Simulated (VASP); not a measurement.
# C (P6_3/mmc) in VASP: notebook

Runs on C. Level: LDA. Tasks: single point.

Everything below comes from runs of VASP 6.6.1. Logs are shortened: lines on timing, memory, paths and dates and some standing lists are left out, and cuts for length are marked.

**1. The cell of the first run**

It takes space group P6_3/mmc (No. 194, hexagonal). The conventional cell has a = 2.667 Å, b = 2.667 Å, c = 11.882 Å, α = 90.00°, β = 90.00°, γ = 120.00°. C (site symmetry 3m) has 4 C at 1.50 to 1.62 Å within 2.0 Å. C (site symmetry 3m) has 4 C at 1.48 to 1.62 Å within 2.0 Å. C (site symmetry 3m) has 4 C at 1.48 to 1.62 Å within 2.0 Å.

**2. Single point, LDA**

INCAR

```
SYSTEM = C
ALGO = Normal
EDIFF = 1E-6
ENCUT = 520
GGA = CA
ISIF = 2
ISMEAR = 0
LASPH = .TRUE.
LCHARG = .FALSE.
LREAL = .FALSE.
LWAVE = .FALSE.
NBANDS = 36
NELM = 60
PREC = Accurate
SIGMA = 0.05
```

KPOINTS

```
k-points
0
G
  12 12 2
  0 0 0
```

POSCAR

```
C
1.0
    2.6666000000      0.0000000000      0.0000000000
   -1.3333000000      2.3093433417      0.0000000000
    0.0000000000      0.0000000000     11.8821000000
C
12
Direct
    0.0000000000      0.0000000000      0.1868599868
    0.0000000000      0.0000000000      0.6868599868
    0.0000000000      0.0000000000      0.3131400132
    0.0000000000      0.0000000000      0.8131400132
    0.3333333333      0.6666666667      0.5207718743
    0.6666666667      0.3333333333      0.0207718743
    0.3333333333      0.6666666667      0.9792281257
    0.6666666667      0.3333333333      0.4792281257
    0.3333333333      0.6666666667      0.6450609412
    0.6666666667      0.3333333333      0.1450609412
    0.3333333333      0.6666666667      0.8549390588
    0.6666666667      0.3333333333      0.3549390588
```

Potentials or basis: VASP PAW LDA potentials, release 64 (C).

Launch:

```console
$ cat potpaw_LDA.64/C/POTCAR > POTCAR
$ mpirun -np 1 vasp_std > vasp.out
```

OUTCAR:

```text
SYSTEM = C
   EDIFF = 1E-6
   ENCUT = 520
   GGA = CA
   ISIF = 2
   ISMEAR = 0
   LASPH = .TRUE.
   LREAL = .FALSE.
   NELM = 60
   PREC = Accurate

 ion  position               nearest neighbor table
   1  0.000  0.000  0.187-   3 1.50  10 1.62  10 1.62  10 1.62
   2  0.000  0.000  0.687-   4 1.50   9 1.62   9 1.62   9 1.62
   3  0.000  0.000  0.313-   1 1.50  12 1.62  12 1.62  12 1.62
   4  0.000  0.000  0.813-   2 1.50  11 1.62  11 1.62  11 1.62
   5  0.333  0.667  0.521-   9 1.48   8 1.62   8 1.62   8 1.62
   6  0.667  0.333  0.021-  10 1.48   7 1.62   7 1.62   7 1.62
   7  0.333  0.667  0.979-  11 1.48   6 1.62   6 1.62   6 1.62
   8  0.667  0.333  0.479-  12 1.48   5 1.62   5 1.62   5 1.62
   9  0.333  0.667  0.645-   5 1.48   2 1.62   2 1.62   2 1.62
  10  0.667  0.333  0.145-   6 1.48   1 1.62   1 1.62   1 1.62
  11  0.333  0.667  0.855-   7 1.48   4 1.62   4 1.62   4 1.62
  12  0.667  0.333  0.355-   8 1.48   3 1.62   3 1.62   3 1.62

  LATTYP: Found a hexagonal cell.
 ALAT       =     2.6666000000
 C/A-ratio  =     4.4558988975

  Lattice vectors:

 A1 = (   2.6666000000,   0.0000000000,   0.0000000000)
 A2 = (  -1.3333000000,   2.3093433417,   0.0000000000)
 A3 = (   0.0000000000,   0.0000000000,  11.8821000000)

Analysis of symmetry for initial positions (statically):
=====================================================================
 Subroutine PRICEL returns:
 Original cell was already a primitive cell.

 Routine SETGRP: Setting up the symmetry group for a
 hexagonal supercell.

 Subroutine GETGRP returns: Found 24 space group operations
 (whereof 12 operations were pure point group operations)
 out of a pool of 24 trial point group operations.

The static configuration has the point symmetry D_3d.
 The point group associated with its full space group is D_6h.

Analysis of symmetry for dynamics (positions and initial velocities):
=====================================================================
 Subroutine PRICEL returns:
 Original cell was already a primitive cell.

 Routine SETGRP: Setting up the symmetry group for a
 hexagonal supercell.

 Subroutine GETGRP returns: Found 24 space group operations
 (whereof 12 operations were pure point group operations)
 out of a pool of 24 trial point group operations.

The dynamic configuration has the point symmetry D_3d.
 The point group associated with its full space group is D_6h.

 Subroutine INISYM returns: Found 24 space group operations
 (whereof 12 operations are pure point group operations),
 and found     1 'primitive' translations

----------------------------------------------------------------------------------------

                                     Primitive cell

  volume of cell :      73.1711

  direct lattice vectors                    reciprocal lattice vectors
     2.666600000  0.000000000  0.000000000     0.375009375  0.216511764  0.000000000
    -1.333300000  2.309343342  0.000000000     0.000000000  0.433023527  0.000000000
     0.000000000  0.000000000 11.882100000     0.000000000  0.000000000  0.084160207

  length of vectors
     2.666600000  2.666600000 11.882100000     0.433023527  0.433023527  0.084160207

  position of ions in fractional coordinates (direct lattice)
     0.000000000  0.000000000  0.186859987
     0.000000000  0.000000000  0.686859987
     0.000000000  0.000000000  0.313140013
     0.000000000  0.000000000  0.813140013
     0.333333333  0.666666667  0.520771874
     0.666666667  0.333333333  0.020771874
     0.333333333  0.666666667  0.979228126
     0.666666667  0.333333333  0.479228126
     0.333333333  0.666666667  0.645060941
     0.666666667  0.333333333  0.145060941
     0.333333333  0.666666667  0.854939059
     0.666666667  0.333333333  0.354939059

  ion indices of the primitive-cell ions
   primitive index   ion index
                 1           1
                 2           2
                 3           3
                 4           4
                 5           5
                 6           6
                 7           7
                 8           8
                 9           9
                10          10
                11          11
                12          12

----------------------------------------------------------------------------------------

 KPOINTS: k-points

Automatic generation of k-mesh.
 Grid dimensions read from file:
 generate k-points for:   12   12    2

 Generating k-lattice:

  Cartesian coordinates                     Fractional coordinates (reciprocal lattice)
     0.031250781  0.018042647  0.000000000     0.083333333  0.000000000  0.000000000
     0.000000000  0.036085294  0.000000000     0.000000000  0.083333333  0.000000000
     0.000000000  0.000000000  0.042080104     0.000000000  0.000000000  0.500000000

  Length of vectors
     0.036085294  0.036085294  0.042080104

  Shift w.r.t. Gamma in fractional coordinates (k-lattice)
     0.000000000  0.000000000  0.000000000

 Subroutine IBZKPT returns following result:
 ===========================================

 Found     38 irreducible k-points:

 Following reciprocal coordinates:
            Coordinates               Weight
  0.000000  0.000000  0.000000      1.000000
  0.083333  0.000000  0.000000      6.000000
  0.166667  0.000000  0.000000      6.000000
  0.250000  0.000000  0.000000      6.000000
  0.333333  0.000000  0.000000      6.000000
  0.416667  0.000000  0.000000      6.000000
[... 16 lines left out ...]
  0.250000  0.000000  0.500000      6.000000
  0.333333  0.000000  0.500000      6.000000
 [... further k-points ...]
   k-points           NKPTS =     38   k-points in BZ     NKDIM =     38   number of bands    NBANDS=     36
   number of dos      NEDOS =    301   number of ions     NIONS =     12
   total plane-waves  NPLWV =  36000
   dimension x,y,z NGX =    20 NGY =   20 NGZ =   90
   dimension x,y,z NGXF=    40 NGYF=   40 NGZF=  180
   ions per type =              12
   NGX,Y,Z   is equivalent  to a cutoff of  12.47, 12.47, 12.59 a.u.
   NGXF,Y,Z  is equivalent  to a cutoff of  24.94, 24.94, 25.18 a.u.
 SYSTEM =  C
   PREC   = accura    normal or accurate (medium, high low for compatibility)
   ISTART =      0    job   : 0-new  1-cont  2-samecut
   ICHARG =      2    charge: 1-file 2-atom 10-const
   ISPIN  =      1    spin polarized calculation?
   LNONCOLLINEAR =      F non collinear calculations
   LSORBIT =      F    spin-orbit coupling
   LASPH  =      T    aspherical Exc in radial PAW
   ENCUT  =  520.0 eV  38.22 Ry    6.18 a.u.   4.96  4.96 22.09*2*pi/ulx,y,z
   NELM   =     60;   NELMIN=  2; NELMDL= -5     # of ELM steps
   EDIFF  = 0.1E-05   stopping-criterion for ELM
   LREAL  =      F    real-space projection
   EDIFFG = 0.1E-04   stopping-criterion for IOM
   NSW    =      0    number of steps for IOM
   IBRION =     -1    ionic relax: 0-MD 1-quasi-New 2-CG
   NFREE  =      0    steps in history (QN), initial steepest desc. (CG)
   ISIF   =      2    stress and relaxation
   ISYM   =      2    0-nonsym 1-usesym 2-fastsym
   POTIM  = 0.5000    time-step for ionic-motion
   TEBEG  =    0.0;   TEEND  =   0.0 temperature during run
   PSTRESS=    0.0 pullay stress
   NELECT =      48.0000    total number of electrons
   NUPDOWN=      -1.0000    fix difference up-down
   EMIN   =  10.00;   EMAX   =-10.00  energy-range for DOS
   EFERMI =   0.00;   METHOD = LEGACY
   ISMEAR =     0;   SIGMA  =   0.05  broadening in eV -4-tet -1-fermi 0-gaus
   EFERMI_NEDOS =   21; number of points for ismear=-14 and -15
   IALGO  =     38    algorithm
   IMIX   =      4    mixing-type and parameters
     AMIX     =   0.40;   BMIX     =  1.00
     AMIX_MAG =   1.60;   BMIX_MAG =  1.00
  volume/ion in A,a.u.               =       6.10        41.15
  Fermi-wavevector in a.u.,A,eV,Ry     =   1.422467  2.688072 27.530177  2.023411
  Thomas-Fermi vector in A             =   2.543167
   LORBIT       =      0    0 simple, 1 ext, 2 COOP (PROOUT), +10 PAW based schemes
   GGA     = CA    functional components
   LHFCALC =     F    Hartree Fock is set to
   AEXX    =    0.0000 exact exchange contribution
   IVDW    =     0    specifies the selected vdW correction
   LEPSILON=     F    determine dielectric tensor
   LRPA    =     F    only Hartree local field effects (RPA)
 non-spin polarized calculation
 Gauss-broadening in eV      SIGMA  =   0.05
  energy-cutoff  :      520.00
  volume of cell :       73.17
 maximum number of plane-waves:      2001
 NGX is ok and might be reduce to    20
   NGX =  9   NGY =  9   NGZ = 45

 number of electron      47.9999999 magnetization

 Free energy of the ion-electron system (eV)
  ---------------------------------------------------
  ext. energy  EPLUGINS =         0.00000000
  ---------------------------------------------------
  free energy    TOTEN  =      -118.92932096 eV

  energy without entropy =     -118.92932096  energy(sigma->0) =     -118.92932096

 E-fermi :   9.1755     XC(G=0): -13.1434

 val. band max:        8.9108781479   @ k =   0.0000   0.0000   0.0000
 cond. band min:      11.9273642651   @ k =   0.5000   0.0000   0.0000
 fundamental gap:      3.0164861172
 Fermi energy:         9.1754800233

 k-point     1 :       0.0000    0.0000    0.0000
  band No.  band energies     occupation
      1     -11.7375      2.00000
      2     -10.9289      2.00000
      3     -10.8846      2.00000
      4      -8.4778      2.00000
      5      -8.4272      2.00000
      6      -4.8806      2.00000
[... 28 lines left out ...]
     35      15.3435      0.00000
     36      15.5009      0.00000
[... 866 lines left out ...]
      6      -4.6582      2.00000
[... 28 lines left out ...]
     35      18.6950      0.00000
     36      18.6951      0.00000

 [... further k-points ...]

------------------------ aborting loop because EDIFF is reached ----------------------------------------

  FORCE on cell =-STRESS in cart. coord.  units (eV):
  Direction    XX          YY          ZZ          XY          YZ          ZX
  --------------------------------------------------------------------------------------
  -------------------------------------------------------------------------------------
  Total      -31.1056795    -31.1056795     17.7184288      0.0000000      0.0000000      0.0000000
  in kB     -681.0997038   -681.0997038    387.9682679      0.0000000      0.0000000      0.0000000
  external PRESSURE =    -324.7437132 kB  Pullay stress =       0.0000000 kB

 VOLUME and BASIS-vectors are now :
 -----------------------------------------------------------------------------
  energy-cutoff  :      520.00
  volume of cell :       73.17
      direct lattice vectors                 reciprocal lattice vectors
     2.666600000  0.000000000  0.000000000     0.375009375  0.216511764  0.000000000
    -1.333300000  2.309343342  0.000000000     0.000000000  0.433023527  0.000000000
     0.000000000  0.000000000 11.882100000     0.000000000  0.000000000  0.084160207

 POSITION                                       TOTAL-FORCE (eV/Angst)
 -----------------------------------------------------------------------------------
      0.00000      0.00000      2.22029        -0.000000      0.000000     -0.536596
      0.00000      0.00000      8.16134        -0.000000     -0.000000     -0.536596
      0.00000      0.00000      3.72076         0.000000      0.000000      0.536596
      0.00000      0.00000      9.66181        -0.000000      0.000000      0.536596
     -0.00000      1.53956      6.18786        -0.000000      0.000000     -0.532721
      1.33330      0.76978      0.24681        -0.000000      0.000000     -0.532721
     -0.00000      1.53956     11.63529         0.000000     -0.000000      0.532721
      1.33330      0.76978      5.69424         0.000000     -0.000000      0.532721
     -0.00000      1.53956      7.66468         0.000000     -0.000000      0.242513
      1.33330      0.76978      1.72363         0.000000      0.000000      0.242513
     -0.00000      1.53956     10.15847         0.000000     -0.000000     -0.242513
      1.33330      0.76978      4.21742         0.000000     -0.000000     -0.242513
 -----------------------------------------------------------------------------------
    total drift:                                0.000000      0.000000      0.000000

  FREE ENERGIE OF THE ION-ELECTRON SYSTEM (eV)
  ---------------------------------------------------
  free  energy   TOTEN  =      -118.9293209617 eV

  energy  without entropy=     -118.9293209617  energy(sigma->0) =     -118.92932096
```

Run time: 73 s. Hardware: 1 thread of Intel Xeon Platinum 8488C (Sapphire Rapids), shared host; peak memory 0.19 GiB.

What came out:

```
Free energy            : -118.9293 eV
Pressure               : -32.5 GPa
Largest force          : 0.537 eV/Å
Band gap on the k mesh : 3.02 eV (least direct gap 4.00 eV)
```

Forces on the atoms (eV/Å):
```
C    0.000  0.000 -0.537
C    0.000  0.000 -0.537
C    0.000  0.000  0.537
C    0.000  0.000  0.537
C    0.000  0.000 -0.533
C    0.000  0.000 -0.533
C    0.000  0.000  0.533
C    0.000  0.000  0.533
C    0.000  0.000  0.243
C    0.000  0.000  0.243
C    0.000  0.000 -0.243
C    0.000  0.000 -0.243
```

Stress tensor (GPa, compression positive):
```
-68.11   0.00   0.00
  0.00 -68.11   0.00
  0.00   0.00  38.80
```

Levels at points of the mesh, in eV from the valence-band top:
```tsv
k point	band 22	band 23	band 24	band 25	band 26	band 27
(0.00, 0.00, 0.00)	-0.57	0.00	0.00	4.00	4.00	5.29
(0.50, 0.00, 0.00)	-3.83	-3.43	-2.30	3.02	3.72	3.94
(0.00, 0.00, 0.50)	-0.49	-0.49	-0.49	4.55	4.55	4.55
(0.50, 0.00, 0.50)	-3.44	-2.79	-2.79	3.22	3.22	4.82
```

Caveat: the stress differs along the axes, from -68 to 39 GPa. A k mesh can miss the band edges.

**3. Single point, LDA**

This run uses another cell than the first one, of 6.14 Å³/atom.

INCAR

```
ALGO = Normal
EDIFF = 1E-7
ENCUT = 520
GGA = CA
ISIF = 2
ISMEAR = 0
LASPH = True
LCHARG = False
LREAL = False
LWAVE = False
NBANDS = 36
NELM = 80
PREC = Accurate
SIGMA = 0.05
```

KPOINTS

```
k-points
0
Gamma
  12 12 2
```

Edit POSCAR of step 2 so:

```diff
@@ -2,5 +2,5 @@
 1.0
-    2.6666000000      0.0000000000      0.0000000000
-   -1.3333000000      2.3093433417      0.0000000000
-    0.0000000000      0.0000000000     11.8821000000
+    2.6084000000      0.0000000000      0.0000000000
+   -1.3042000000      2.2589406632      0.0000000000
+    0.0000000000      0.0000000000     12.4967000000
 C
```

Potentials or basis: VASP PAW LDA potentials, release 64 (C).

Launch:

```console
$ cat potpaw_LDA.64/C/POTCAR > POTCAR
$ mpirun -np 1 vasp_std > vasp.out
```

It took 82 s on 1 thread of Intel Xeon Platinum 8488C (Sapphire Rapids), shared host; peak memory 0.19 GiB.

It converged, with:

```
Free energy            : -120.3019 eV
Pressure               : -39.7 GPa
Largest force          : 0.070 eV/Å
Band gap on the k mesh : 3.97 eV (least direct gap 4.83 eV)
```

Forces on the atoms (eV/Å):
```
C    0.000  0.000 -0.070
C    0.000  0.000 -0.070
C    0.000  0.000  0.070
C    0.000  0.000  0.070
C    0.000  0.000 -0.024
C    0.000  0.000 -0.024
C    0.000  0.000  0.024
C    0.000  0.000  0.024
C    0.000  0.000 -0.019
C    0.000  0.000 -0.019
C    0.000  0.000  0.019
C    0.000  0.000  0.019
```

Stress tensor (GPa, compression positive):
```
-49.18   0.00   0.00
  0.00 -49.18   0.00
  0.00   0.00 -20.78
```

Levels at points of the mesh, in eV from the valence-band top:
```csv
k point,band 21,band 22,band 23,band 24,band 25,band 26,band 27,band 28
"(0.00, 0.00, 0.00)",-1.02,-0.19,0.00,0.00,4.83,4.83,5.79,5.95
"(0.50, 0.00, 0.00)",-3.78,-3.73,-3.34,-2.58,4.01,4.62,4.72,5.63
"(0.00, 0.00, 0.50)",-0.34,-0.34,-0.34,-0.34,5.23,5.23,5.23,5.23
"(0.50, 0.00, 0.50)",-3.47,-3.47,-2.93,-2.93,4.18,4.18,5.48,5.48
```

Caveat: the stress differs along the axes, from -49 to -21 GPa. A k mesh can miss the band edges.

**4. Single point, LDA**

This run uses another cell than the first one, of 6.20 Å³/atom.

INCAR

```
SYSTEM = C
ALGO = Normal
EDIFF = 1E-6
ENCUT = 520
GGA = CA
ISIF = 2
ISMEAR = 0
LASPH = .TRUE.
LCHARG = .FALSE.
LREAL = .FALSE.
LWAVE = .FALSE.
NBANDS = 36
NELM = 60
PREC = Accurate
SIGMA = 0.05
```

KPOINTS

```
k-points
0
G
  12 12 2
  0 0 0
```

Edit POSCAR of step 3 so:

```diff
@@ -2,5 +2,5 @@
 1.0
-    2.6084000000      0.0000000000      0.0000000000
-   -1.3042000000      2.2589406632      0.0000000000
-    0.0000000000      0.0000000000     12.4967000000
+    2.6666000000      0.0000000000      0.0000000000
+   -1.3333000000      2.3093433417      0.0000000000
+    0.0000000000      0.0000000000     12.0869000000
 C
```

Launch:

```console
$ cat potpaw_LDA.64/C/POTCAR > POTCAR
$ mpirun -np 1 vasp_std > vasp.out
```

Wall time 76 s (1 thread of Intel Xeon Platinum 8488C (Sapphire Rapids), shared host); peak memory 0.18 GiB.

It converged, with:

```yaml
Free_energy: -119.1464 eV
Pressure: -39.6 GPa
Largest_force: 0.293 eV/Å
Band_gap_on_the_k_mesh: 3.23 eV (least direct gap 4.17 eV)
```

Forces in eV/Å, atoms in the order of the input:
```
C    0.000  0.000 -0.293
C    0.000  0.000 -0.293
C    0.000  0.000  0.293
C    0.000  0.000  0.293
C    0.000  0.000 -0.268
C    0.000  0.000 -0.268
C    0.000  0.000  0.268
C    0.000  0.000  0.268
C    0.000  0.000  0.058
C    0.000  0.000  0.058
C    0.000  0.000 -0.058
C    0.000  0.000 -0.058
```

Stress tensor (GPa, compression positive):
```
-67.62   0.00   0.00
  0.00 -67.62   0.00
  0.00   0.00  16.30
```

Levels at points of the mesh, in eV from the valence-band top:
```csv
k point,band 21,band 22,band 23,band 24,band 25,band 26,band 27,band 28
"(0.00, 0.00, 0.00)",-1.27,-0.45,0.00,0.00,4.17,4.17,5.48,5.50
"(0.50, 0.00, 0.00)",-3.81,-3.74,-3.36,-2.33,3.23,3.91,4.10,5.98
"(0.00, 0.00, 0.50)",-0.44,-0.44,-0.44,-0.44,4.68,4.68,4.68,4.68
"(0.50, 0.00, 0.50)",-3.40,-3.40,-2.78,-2.78,3.42,3.42,4.93,4.93
```

Caveat: the stress differs along the axes, from -68 to 16 GPa. A hybrid or GW would open this gap; LDA tends to underestimate it.

**5. The runs side by side**

```csv
cell,gap on the mesh (eV),pressure (GPa),largest force (eV/Å)
"a = 2.667, b = 2.667, c = 11.882 Å, angles 90.0, 90.0, 120.0°, 12 atoms",3.02,-32.5,0.54
"a = 2.608, b = 2.608, c = 12.497 Å, angles 90.0, 90.0, 120.0°, 12 atoms",3.97,-39.7,0.07
"a = 2.667, b = 2.667, c = 12.087 Å, angles 90.0, 90.0, 120.0°, 12 atoms",3.23,-39.6,0.29
```

Alike in all rows: task single point; level LDA; potentials or basis VASP PAW LDA potentials, release 64 (C); no spin polarisation; k mesh 12 × 12 × 2; cutoff (eV) 520; smearing gaussian 0.05 eV.

Caveats: the stress differs along the axes, from -68 to 39 GPa (at least some runs); the stress differs along the axes, from -49 to -21 GPa (at least some runs); the stress differs along the axes, from -68 to 16 GPa (at least some runs).

Total energies depend on the potentials used, so only differences within one code and one set of settings carry meaning.
